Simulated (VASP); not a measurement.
Wanted: the native input for a VASP 6.6.1 run.

```
Task                   : single point
Functional             : r2SCAN
Potentials or basis    : VASP PAW PBE potentials, release 64 (Sc_sv, Al)
Cutoff                 : 520 eV
k mesh                 : 10 × 10 × 10
Occupations            : gaussian, width 0.1 eV
Spin                   : no spin polarisation
Dipole correction      : no
Further INCAR settings : ALGO = Normal; EDIFF = 1e-07; NBANDS = 26
```

Crystal: Sc3Al.

```
Sc Al
1.0
     4.28990    0.00000    0.00000
     0.00000    4.28990    0.00000
     0.00000    0.00000    4.28990
Sc Al
3 1
Direct
  0.50000 0.00000 0.50000
  0.00000 0.50000 0.50000
  0.50000 0.50000 0.00000
  0.00000 0.00000 0.00000
```

These files were run (other wordings do the same):

POSCAR

```
Sc3Al
1.0
    4.2899009867      0.0000000000      0.0000000000
    0.0000000000      4.2899009867      0.0000000000
    0.0000000000      0.0000000000      4.2899009867
Sc Al
3 1
Direct
    0.5000000000      0.0000000000      0.5000000000
    0.0000000000      0.5000000000      0.5000000000
    0.5000000000      0.5000000000      0.0000000000
    0.0000000000      0.0000000000      0.0000000000
```

INCAR.step1

```
SYSTEM = Sc3Al
PREC     = Accurate       ! precision mode
ENCUT    = 520            ! plane-wave cutoff, eV
ISMEAR   = 0              ! smearing method
SIGMA    = 0.1            ! smearing width, eV
LREAL    = .False.        ! projectors in reciprocal space
LASPH    = .True.         ! aspherical terms in the spheres
NELM     = 100            ! most SCF steps
NBANDS   = 26             ! bands
GGA      = PE             ! functional
ALGO     = Normal         ! electronic algorithm
EDIFF    = 1E-4           ! SCF threshold, eV
LWAVE    = .True.         ! write WAVECAR
LCHARG   = .False.        ! write CHGCAR
```

INCAR.step2

```
SYSTEM = Sc3Al
PREC     = Accurate       ! precision mode
ENCUT    = 520            ! plane-wave cutoff, eV
EDIFF    = 1E-7           ! SCF threshold, eV
ISMEAR   = 0              ! smearing method
SIGMA    = 0.1            ! smearing width, eV
LREAL    = .False.        ! projectors in reciprocal space
LASPH    = .True.         ! aspherical terms in the spheres
NELM     = 100            ! most SCF steps
ALGO     = Normal         ! electronic algorithm
ISIF     = 2              ! what is computed and relaxed
LWAVE    = .False.        ! write WAVECAR
LCHARG   = .True.         ! write CHGCAR
METAGGA  = R2SCAN         ! meta-GGA
LMIXTAU  = .True.       
LELF     = .True.         ! ELF
LVHAR    = .True.       
NBANDS   = 26             ! bands
ISTART   = 1
```

KPOINTS

```
regular mesh
0
Gamma
  10 10 10
  0 0 0
```

Potentials or basis: VASP PAW PBE potentials, release 64 (Sc_sv, Al).

Run with:

```bash
$ cat potpaw_PBE.64/Sc_sv/POTCAR potpaw_PBE.64/Al/POTCAR > POTCAR
$ cp INCAR.step1 INCAR
$ mpirun -np 1 vasp_std > vasp.out
$ cp INCAR.step2 INCAR
$ mpirun -np 1 vasp_std > vasp.out
```

It gave:

The pressure is 7.5 GPa. The band gap on the k mesh is zero (bands 18 and 19 overlap by 1.64 eV).

Caveat: the cell stands under pressure; the PAW data sets were made with another functional, which shifts forces and pressure a little.

Run time: 110 s on 1 thread of Intel(R) Xeon(R) 6975P-C (Granite Rapids), on a shared host, peak memory 0.25 GiB.
